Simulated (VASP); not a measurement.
Runs of VASP 6.6.1 on W. The structure is that of space group Cmme (No. 67), or close to it. The cells are those of the table. 

```tsv
cell	further INCAR settings	gap on the mesh (eV)	pressure (GPa)	largest force (eV/Å)
a = 2.767, b = 2.767, c = 11.036 Å, angles 90.0, 90.0, 109.5°, 4 atoms	ALGO = Fast; EDIFF = 1e-06; NBANDS = 36	none	-21.2	0.74
a = 2.767, b = 2.767, c = 10.036 Å, angles 90.0, 90.0, 109.5°, 4 atoms	ALGO = Fast; EDIFF = 1e-06; NBANDS = 36	none	-23.9	0.68
a = 2.767, b = 2.767, c = 10.536 Å, angles 90.0, 90.0, 109.5°, 4 atoms	ALGO = Fast; EDIFF = 1e-06; NBANDS = 36	none	-22.7	0.53
a = 2.767, b = 2.767, c = 9.786 Å, angles 90.0, 90.0, 109.5°, 4 atoms	ALGO = Fast; EDIFF = 1e-07; NBANDS = 36	none	(a)	1.13
```

Alike in all rows: task single point; level LDA; potentials or basis VASP PAW LDA potentials, release 64 (W_sv); no spin polarisation; k mesh 18 × 18 × 5; cutoff (eV) 520; smearing gaussian 0.15 eV.

Problem. Fill in the values left out.

Solution. (a) -24.0.

Caveats: the cell stands under tension; spin-orbit coupling is left out, which moves the levels of the heavy elements; forces of over 1 eV/Å act on the atoms, so gaps and moduli don't describe the material at rest (at least some runs).

A k mesh can miss the band edges, and the runs leave out spin-orbit coupling on W.

A gap of «none» marks levels without a gap at the run's occupations.
